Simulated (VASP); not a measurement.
A run of VASP 6.6.1 is set up as follows.

Contents of INCAR:

```
  ALGO = Normal
  EDIFF = 1E-6
  ENCUT = 520
  ISIF = 2
  ISMEAR = -1
  LASPH = True
  LCHARG = True
  LELF = True
  LREAL = False
  LVHAR = True
  LWAVE = False
  NBANDS = 16
  NELM = 60
  PREC = Accurate
  SIGMA = 0.02
```

KPOINTS

```
k-points
0
Gamma
  6 6 6
```

POSCAR

```
CuI
1.0
    0.0000000000      2.9315734745      2.9315734745
    2.9315734745      0.0000000000      2.9315734745
    2.9315734745      2.9315734745      0.0000000000
Cu I
1 1
Direct
    0.2500000000      0.2500000000      0.2500000000
    0.0000000000      0.0000000000      0.0000000000
```

Potentials or basis: VASP PAW LDA potentials, release 64 (Cu, I).

Launch:

```console
$ cat potpaw_LDA.64/Cu/POTCAR potpaw_LDA.64/I/POTCAR > POTCAR
$ mpirun -np 1 vasp_std > vasp.out
```

(1) Predict the pressure.

(2) Estimate the band gap on the k mesh.

## Answers

(1) 0.2 GPa.

(2) 1.28 eV.

Caveat: spin-orbit coupling is left out, which moves the levels of the heavy elements.
